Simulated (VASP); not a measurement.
# GeSe (Pnma) in VASP: notebook

GeSe is run at these levels: PBE; tasks: relaxation of cell and atoms, single point.

Program: VASP 6.6.1. These are calculated values, not measurements. Logs are shortened: lines on timing, memory, paths and dates and some standing lists are left out, and cuts for length are marked.

## Step 1: The cell of the first run

The structure is orthorhombic, space group Pnma (No. 62). The conventional cell has a = 10.833 Å, b = 3.835 Å, c = 4.395 Å, α = 90.00°, β = 90.00°, γ = 90.00°. Within 3.4 Å of Ge (site symmetry m) lie 6 Se at 2.57 to 3.37 Å and 2 Ge at 3.39 Å. Within 3.4 Å of Se (site symmetry m) lie 6 Ge at 2.57 to 3.37 Å.

## Step 2: Relaxation of cell and atoms, PBE

Input file INCAR:

```
ALGO = Normal
EDIFF = 1E-7
EDIFFG = -0.01
ENCUT = 500
GGA = PE
GGA_COMPAT = False
IBRION = 2
ISIF = 3
ISMEAR = 0
KPAR = 4
LASPH = True
LCHARG = False
LREAL = False
LWAVE = False
NELM = 120
NELMIN = 4
NSW = 100
PREC = Accurate
SIGMA = 0.02
```

Input file KPOINTS:

```
k-points
0
Gamma
  4 8 6
```

Input file POSCAR:

```
GeSe
1.0
   10.8330001800      0.0000000000      0.0000000000
    0.0000000000      3.8355000000      0.0000000000
    0.0000000000      0.0000000000      4.3954000500
Ge Se
4 4
Direct
    0.8789900000      0.7500000000      0.6112999900
    0.6210100000      0.2500000000      0.1112999900
    0.3789900000      0.7500000000      0.8887000100
    0.1210100000      0.2500000000      0.3887000100
    0.6465000100      0.7500000000      0.4975999900
    0.8534999900      0.2500000000      0.9975999900
    0.1465000100      0.7500000000      0.0024000100
    0.3534999900      0.2500000000      0.5024000100
```

Potentials or basis: VASP PAW PBE potentials, release 64 (Ge_d, Se).

Started as:

```
cat potpaw_PBE.64/Ge_d/POTCAR potpaw_PBE.64/Se/POTCAR > POTCAR
mpirun -np 4 vasp_std > vasp.out
```

OUTCAR:

```text
EDIFF = 1E-7
   EDIFFG = -0.01
   ENCUT = 500
   GGA = PE
   IBRION = 2
   ISIF = 3
   ISMEAR = 0
   LASPH = True
   LREAL = False
   NELM = 120
   NELMIN = 4
   NSW = 100
   PREC = Accurate

 ion  position               nearest neighbor table
   1  0.879  0.750  0.611-   5 2.57   6 2.58   6 2.58
   2  0.621  0.250  0.111-   6 2.57   5 2.58   5 2.58
   3  0.379  0.750  0.889-   7 2.57   8 2.58   8 2.58
   4  0.121  0.250  0.389-   8 2.57   7 2.58   7 2.58
   5  0.647  0.750  0.498-   1 2.57   2 2.58   2 2.58
   6  0.853  0.250  0.998-   2 2.57   1 2.58   1 2.58
   7  0.147  0.750  0.002-   3 2.57   4 2.58   4 2.58
   8  0.353  0.250  0.502-   4 2.57   3 2.58   3 2.58

  LATTYP: Found a simple orthorhombic cell.
 ALAT       =     3.8355000000
 B/A-ratio  =     1.1459783731
 C/A-ratio  =     2.8244036449

  Lattice vectors:

 A1 = (   0.0000000000,   3.8355000000,   0.0000000000)
 A2 = (   0.0000000000,   0.0000000000,   4.3954000500)
 A3 = (  10.8330001800,   0.0000000000,   0.0000000000)

Analysis of symmetry for initial positions (statically):
=====================================================================
 Subroutine PRICEL returns:
 Original cell was already a primitive cell.

 Routine SETGRP: Setting up the symmetry group for a
 simple orthorhombic supercell.

 Subroutine GETGRP returns: Found  8 space group operations
 (whereof  2 operations were pure point group operations)
 out of a pool of  8 trial point group operations.

The static configuration has the point symmetry S_2 .
 The point group associated with its full space group is D_2h.

Analysis of symmetry for dynamics (positions and initial velocities):
=====================================================================
 Subroutine PRICEL returns:
 Original cell was already a primitive cell.

 Routine SETGRP: Setting up the symmetry group for a
 simple orthorhombic supercell.

 Subroutine GETGRP returns: Found  8 space group operations
 (whereof  2 operations were pure point group operations)
 out of a pool of  8 trial point group operations.

The dynamic configuration has the point symmetry S_2 .
 The point group associated with its full space group is D_2h.

 Subroutine INISYM returns: Found  8 space group operations
 (whereof  2 operations are pure point group operations),
 and found     1 'primitive' translations

----------------------------------------------------------------------------------------

                                     Primitive cell

  volume of cell :     182.6287

  direct lattice vectors                    reciprocal lattice vectors
    10.833000180  0.000000000  0.000000000     0.092310531  0.000000000  0.000000000
     0.000000000  3.835500000  0.000000000     0.000000000  0.260722200  0.000000000
     0.000000000  0.000000000  4.395400050     0.000000000  0.000000000  0.227510577

  length of vectors
    10.833000180  3.835500000  4.395400050     0.092310531  0.260722200  0.227510577

  position of ions in fractional coordinates (direct lattice)
     0.878990000  0.750000000  0.611299990
     0.621010000  0.250000000  0.111299990
     0.378990000  0.750000000  0.888700010
     0.121010000  0.250000000  0.388700010
     0.646500010  0.750000000  0.497599990
     0.853499990  0.250000000  0.997599990
     0.146500010  0.750000000  0.002400010
     0.353499990  0.250000000  0.502400010

  ion indices of the primitive-cell ions
   primitive index   ion index
                 1           1
                 2           2
                 3           3
                 4           4
                 5           5
                 6           6
                 7           7
                 8           8

----------------------------------------------------------------------------------------

 KPOINTS: k-points

Automatic generation of k-mesh.
 Grid dimensions read from file:
 generate k-points for:    4    8    6

 Generating k-lattice:

  Cartesian coordinates                     Fractional coordinates (reciprocal lattice)
     0.023077633  0.000000000  0.000000000     0.250000000  0.000000000  0.000000000
     0.000000000  0.032590275  0.000000000     0.000000000  0.125000000  0.000000000
     0.000000000  0.000000000  0.037918429     0.000000000  0.000000000  0.166666667

  Length of vectors
     0.023077633  0.032590275  0.037918429

  Shift w.r.t. Gamma in fractional coordinates (k-lattice)
     0.000000000  0.000000000  0.000000000

 Subroutine IBZKPT returns following result:
 ===========================================

 Found     60 irreducible k-points:

 Following reciprocal coordinates:
            Coordinates               Weight
  0.000000  0.000000  0.000000      1.000000
  0.250000  0.000000  0.000000      2.000000
  0.500000  0.000000  0.000000      1.000000
  0.000000  0.125000  0.000000      2.000000
  0.250000  0.125000  0.000000      4.000000
  0.500000  0.125000  0.000000      2.000000
[... 16 lines left out ...]
  0.250000  0.250000  0.166667      8.000000
  0.500000  0.250000  0.166667      4.000000
 [... further k-points ...]
   k-points           NKPTS =     60   k-points in BZ     NKDIM =     60   number of bands    NBANDS=     48
   number of dos      NEDOS =    301   number of ions     NIONS =      8
   total plane-waves  NPLWV =  71680
   dimension x,y,z NGX =    80 NGY =   28 NGZ =   32
   dimension x,y,z NGXF=   160 NGYF=   56 NGZF=   64
   ions per type =               4   4
   NGX,Y,Z   is equivalent  to a cutoff of  12.28, 12.14, 12.10 a.u.
   NGXF,Y,Z  is equivalent  to a cutoff of  24.55, 24.27, 24.21 a.u.
 SYSTEM =  unknown system
   PREC   = accura    normal or accurate (medium, high low for compatibility)
   ISTART =      0    job   : 0-new  1-cont  2-samecut
   ICHARG =      2    charge: 1-file 2-atom 10-const
   ISPIN  =      1    spin polarized calculation?
   LNONCOLLINEAR =      F non collinear calculations
   LSORBIT =      F    spin-orbit coupling
   LASPH  =      T    aspherical Exc in radial PAW
   ENCUT  =  500.0 eV  36.75 Ry    6.06 a.u.  19.75  6.99  8.01*2*pi/ulx,y,z
   NELM   =    120;   NELMIN=  4; NELMDL= -5     # of ELM steps
   EDIFF  = 0.1E-06   stopping-criterion for ELM
   LREAL  =      F    real-space projection
   EDIFFG = -.1E-01   stopping-criterion for IOM
   NSW    =    100    number of steps for IOM
   IBRION =      2    ionic relax: 0-MD 1-quasi-New 2-CG
   NFREE  =      1    steps in history (QN), initial steepest desc. (CG)
   ISIF   =      3    stress and relaxation
   ISYM   =      2    0-nonsym 1-usesym 2-fastsym
   POTIM  = 0.5000    time-step for ionic-motion
   TEBEG  =    0.0;   TEEND  =   0.0 temperature during run
   PSTRESS=    0.0 pullay stress
   NELECT =      80.0000    total number of electrons
   NUPDOWN=      -1.0000    fix difference up-down
   EMIN   =  10.00;   EMAX   =-10.00  energy-range for DOS
   EFERMI =   0.00;   METHOD = LEGACY
   ISMEAR =     0;   SIGMA  =   0.02  broadening in eV -4-tet -1-fermi 0-gaus
   EFERMI_NEDOS =   21; number of points for ismear=-14 and -15
   IALGO  =     38    algorithm
   IMIX   =      4    mixing-type and parameters
     AMIX     =   0.40;   BMIX     =  1.00
     AMIX_MAG =   1.60;   BMIX_MAG =  1.00
  volume/ion in A,a.u.               =      22.83       154.05
  Fermi-wavevector in a.u.,A,eV,Ry     =   1.243317  2.349528 21.032382  1.545836
  Thomas-Fermi vector in A             =   2.377633
   LORBIT       =      0    0 simple, 1 ext, 2 COOP (PROOUT), +10 PAW based schemes
   GGA     = PE    functional components
   LHFCALC =     F    Hartree Fock is set to
   AEXX    =    0.0000 exact exchange contribution
   IVDW    =     0    specifies the selected vdW correction
   LEPSILON=     F    determine dielectric tensor
   LRPA    =     F    only Hartree local field effects (RPA)
 conjugate gradient relaxation of ions
 non-spin polarized calculation
 Gauss-broadening in eV      SIGMA  =   0.02
  energy-cutoff  :      500.00
  volume of cell :      182.63
 maximum number of plane-waves:      4674
 NGX is ok and might be reduce to    80
   NGX = 39   NGY = 13   NGZ = 17

--------------------------------------- Ionic step        1  -------------------------------------------

 number of electron      80.0000054 magnetization

 Free energy of the ion-electron system (eV)
  ---------------------------------------------------
  ext. energy  EPLUGINS =         0.00000000
  ---------------------------------------------------
  free energy    TOTEN  =       -33.79410816 eV

  energy without entropy =      -33.79410816  energy(sigma->0) =      -33.79410816

------------------------ aborting loop because EDIFF is reached ----------------------------------------

  FORCE on cell =-STRESS in cart. coord.  units (eV):
  Direction    XX          YY          ZZ          XY          YZ          ZX
  --------------------------------------------------------------------------------------
  -------------------------------------------------------------------------------------
  Total        2.8624921      3.0986036      2.8369184      0.0000000      0.0000000      0.0000000
  in kB       25.1122561     27.1836302     24.8879017      0.0000000      0.0000000      0.0000000
  external PRESSURE =      25.7279293 kB  Pullay stress =       0.0000000 kB
[... 107 lines left out ...]
  FREE ENERGIE OF THE ION-ELECTRON SYSTEM (eV)
  ---------------------------------------------------
  free  energy   TOTEN  =       -33.8520552353 eV

  energy  without entropy=      -33.8520552353  energy(sigma->0) =      -33.85205524

[... ionic steps 4 to 16 ...]

--------------------------------------- Ionic step       17  -------------------------------------------

 number of electron      80.0000103 magnetization

------------------------ aborting loop because EDIFF is reached ----------------------------------------

  FORCE on cell =-STRESS in cart. coord.  units (eV):
  Direction    XX          YY          ZZ          XY          YZ          ZX
  --------------------------------------------------------------------------------------
  -------------------------------------------------------------------------------------
  Total       -0.0007577     -0.0385586     -0.0809650      0.0000000      0.0000000      0.0000000
  in kB       -0.0061925     -0.3151157     -0.6616778      0.0000000      0.0000000      0.0000000
  external PRESSURE =      -0.3276620 kB  Pullay stress =       0.0000000 kB
[... 69 lines left out ...]
  energy  without entropy=      -33.8710111990  energy(sigma->0) =      -33.87101120

--------------------------------------- Ionic step       19  -------------------------------------------

 number of electron      80.0000102 magnetization

 Free energy of the ion-electron system (eV)
  ---------------------------------------------------
  ext. energy  EPLUGINS =         0.00000000
  ---------------------------------------------------
  free energy    TOTEN  =       -33.87101523 eV

  energy without entropy =      -33.87101523  energy(sigma->0) =      -33.87101523

 E-fermi :   3.8188     XC(G=0):  -9.6074

 val. band max:        3.6829502483   @ k =   0.0000   0.0000   0.3333
 cond. band min:       4.5593662336   @ k =   0.0000   0.0000   0.0000
 fundamental gap:      0.8764159853
 Fermi energy:         3.8188033623

 k-point     1 :       0.0000    0.0000    0.0000
  band No.  band energies     occupation
      1     -20.8028      2.00000
      2     -20.8015      2.00000
      3     -20.8003      2.00000
      4     -20.7995      2.00000
      5     -20.7989      2.00000
      6     -20.7988      2.00000
[... 1213 lines left out ...]
     47       7.2579      0.00000
     48       7.2579      0.00000

 [... further k-points ...]

------------------------ aborting loop because EDIFF is reached ----------------------------------------

  FORCE on cell =-STRESS in cart. coord.  units (eV):
  Direction    XX          YY          ZZ          XY          YZ          ZX
  --------------------------------------------------------------------------------------
  -------------------------------------------------------------------------------------
  Total        0.0111242     -0.0320787     -0.0716093      0.0000000     -0.0000000      0.0000000
  in kB        0.0908952     -0.2621127     -0.5851145      0.0000000     -0.0000000      0.0000000
  external PRESSURE =      -0.2521107 kB  Pullay stress =       0.0000000 kB
[... 23 lines left out ...]
  FREE ENERGIE OF THE ION-ELECTRON SYSTEM (eV)
  ---------------------------------------------------
  free  energy   TOTEN  =       -33.8710152335 eV

  energy  without entropy=      -33.8710152335  energy(sigma->0) =      -33.87101523

 reached required accuracy - stopping structural energy minimisation
```

Run time: 13 min. Hardware: 4 MPI ranks of Intel Xeon 6975P-C (Granite Rapids), shared host; peak memory 0.52 GiB.

What came out:

```yaml
Free_energy: -33.8710 eV
Relaxed_volume: 24.51 Å³/atom
Relaxed_cell: a = 11.147 Å, b = 3.880 Å, c = 4.533 Å, α = 90.00°, β = 90.00°, γ = 90.00°
Space_group_after_relaxing_to_0.1_Å: Pnma (No. 62)
Energy_gained_by_relaxing: 9.6 meV/atom
Ionic_steps: 19
Pressure_after_relaxing: 0.0 GPa
Largest_force_after_relaxing: 0.005 eV/Å
Band_gap_on_the_k_mesh: 0.88 eV (least direct gap 0.94 eV)
```

Forces in eV/Å, atoms in the order of the input:
```
Ge   0.000  0.000  0.005
Ge   0.000  0.000  0.005
Ge   0.000  0.000 -0.005
Ge   0.000  0.000 -0.005
Se   0.000  0.000  0.004
Se   0.000  0.000  0.004
Se   0.000  0.000 -0.004
Se   0.000  0.000 -0.004
```

Step by step:
```
step  energy change (eV)  largest force (eV/Å)  pressure (GPa)  volume (Å³)
   1              0.0000                0.1643            2.57       182.63
   2             -0.0494                0.2430           -0.76       192.49
   3             -0.0579                0.1336            0.12       189.65
   4             -0.0622                0.1098            0.08       190.34
   5             -0.0693                0.0426            0.04       192.41
   6             -0.0697                0.0270            0.04       193.06
   7             -0.0731                0.0377           -0.01       193.94
   8             -0.0747                0.0497           -0.06       194.94
   9             -0.0763                0.0242            0.08       195.17
  10             -0.0763                0.0173            0.05       195.14
  11             -0.0765                0.0204           -0.05       195.61
  12             -0.0765                0.0197           -0.04       195.58
  13             -0.0766                0.0138           -0.02       195.67
  14             -0.0767                0.0119           -0.01       195.80
  15             -0.0768                0.0110            0.02       195.84
  16             -0.0768                0.0114            0.02       195.86
  17             -0.0769                0.0054           -0.03       196.05
  18             -0.0769                0.0060           -0.07       196.14
  19             -0.0769                0.0047           -0.03       196.08
```

Final structure:
```
Ge Se
1.0
    11.14705    0.00000    0.00000
     0.00000    3.88028    0.00000
     0.00000    0.00000    4.53332
Ge Se
4 4
Direct
  0.87433 0.75000 0.61689
  0.62567 0.25000 0.11689
  0.37433 0.75000 0.88311
  0.12567 0.25000 0.38311
  0.64734 0.75000 0.49697
  0.85266 0.25000 0.99697
  0.14734 0.75000 0.00303
  0.35266 0.25000 0.50303
```

Levels at points of the mesh, in eV from the valence-band top:
| k point | band 37 | band 38 | band 39 | band 40 | band 41 | band 42 | band 43 | band 44 |
| --- | --- | --- | --- | --- | --- | --- | --- | --- |
| (0.00, 0.00, 0.00) | -1.29 | -0.95 | -0.73 | -0.07 | 0.88 | 2.65 | 2.66 | 2.66 |
| (0.50, 0.00, 0.00) | -1.53 | -1.53 | -0.35 | -0.35 | 2.32 | 2.32 | 2.45 | 2.45 |
| (0.00, 0.50, 0.00) | -1.39 | -1.39 | -1.14 | -1.14 | 1.13 | 1.13 | 1.38 | 1.38 |
| (0.50, 0.50, 0.00) | -1.46 | -1.46 | -1.46 | -1.46 | 1.54 | 1.54 | 1.54 | 1.54 |
| (0.00, 0.00, 0.50) | -0.89 | -0.89 | -0.36 | -0.36 | 1.34 | 1.34 | 2.01 | 2.01 |
| (0.50, 0.00, 0.50) | -0.56 | -0.56 | -0.47 | -0.47 | 1.39 | 1.39 | 1.96 | 1.96 |
| (0.00, 0.50, 0.50) | -1.93 | -1.93 | -1.34 | -1.34 | 2.89 | 2.89 | 3.21 | 3.21 |
| (0.50, 0.50, 0.50) | -1.35 | -1.35 | -1.35 | -1.35 | 2.67 | 2.67 | 2.67 | 2.67 |

## Step 3: Single point, PBE

This run uses another cell than the first one, of 24.56 Å³/atom.

Input file INCAR:

```
SYSTEM = GeSe
ALGO = Normal
EDIFF = 1E-6
ENCUT = 500
GGA = PE
GGA_COMPAT = .False.
ISIF = 2
ISMEAR = 0
LASPH = .True.
LCHARG = .False.
LREAL = .False.
LWAVE = .False.
NBANDS = 50
NELM = 120
PREC = Accurate
SIGMA = 0.02
```

Input file KPOINTS:

```
k-points
0
Gamma
  4 8 6
  0 0 0
```

Input file POSCAR:

```
GeSe
1.0
   11.1666353264      0.0000000000      0.0000000000
    0.0000000000      3.8763785220      0.0000000000
    0.0000000000      0.0000000000      4.5397157549
Ge Se
4 4
Direct
    0.8740870154      0.7500000000      0.6226739924
    0.6259129846      0.2500000000      0.1226739924
    0.3740870154      0.7500000000      0.8773260076
    0.1259129846      0.2500000000      0.3773260076
    0.6475934515      0.7500000000      0.5017760495
    0.8524065485      0.2500000000      1.0017760495
    0.1475934515      0.7500000000     -0.0017760495
    0.3524065485      0.2500000000      0.4982239505
```

Potentials or basis: VASP PAW PBE potentials, release 64 (Ge_d, Se).

Started as:

```
cat potpaw_PBE.64/Ge_d/POTCAR potpaw_PBE.64/Se/POTCAR > POTCAR
mpirun -np 1 vasp_std > vasp.out
```

It took 5.2 min on 1 thread of Intel Xeon 6975P-C (Granite Rapids), shared host; peak memory 0.54 GiB.

The run converged. Its results:

```yaml
Free_energy: -33.8779 eV
Pressure: 0.0 GPa
Largest_force: 0.019 eV/Å
Band_gap_on_the_k_mesh: 0.88 eV (least direct gap 0.98 eV)
```

Forces on the atoms (eV/Å):
```
Ge   0.011  0.000 -0.015
Ge  -0.011  0.000 -0.015
Ge   0.011  0.000  0.015
Ge  -0.011  0.000  0.015
Se  -0.014  0.000  0.011
Se   0.014  0.000  0.011
Se  -0.014  0.000 -0.011
Se   0.014  0.000 -0.011
```

Levels at points of the mesh, in eV from the valence-band top:
```csv
k point,band 37,band 38,band 39,band 40,band 41,band 42,band 43,band 44
"(0.00, 0.00, 0.00)",-1.30,-0.95,-0.72,-0.09,0.88,2.64,2.64,2.66
"(0.50, 0.00, 0.00)",-1.54,-1.54,-0.35,-0.35,2.31,2.31,2.45,2.45
"(0.00, 0.50, 0.00)",-1.41,-1.41,-1.13,-1.13,1.12,1.12,1.38,1.38
"(0.50, 0.50, 0.00)",-1.47,-1.47,-1.47,-1.47,1.53,1.53,1.53,1.53
"(0.00, 0.00, 0.50)",-0.90,-0.90,-0.36,-0.36,1.33,1.33,2.01,2.01
"(0.50, 0.00, 0.50)",-0.57,-0.57,-0.47,-0.47,1.38,1.38,1.96,1.96
"(0.00, 0.50, 0.50)",-1.96,-1.96,-1.31,-1.31,2.85,2.85,3.24,3.24
"(0.50, 0.50, 0.50)",-1.36,-1.36,-1.36,-1.36,2.67,2.67,2.67,2.67
```
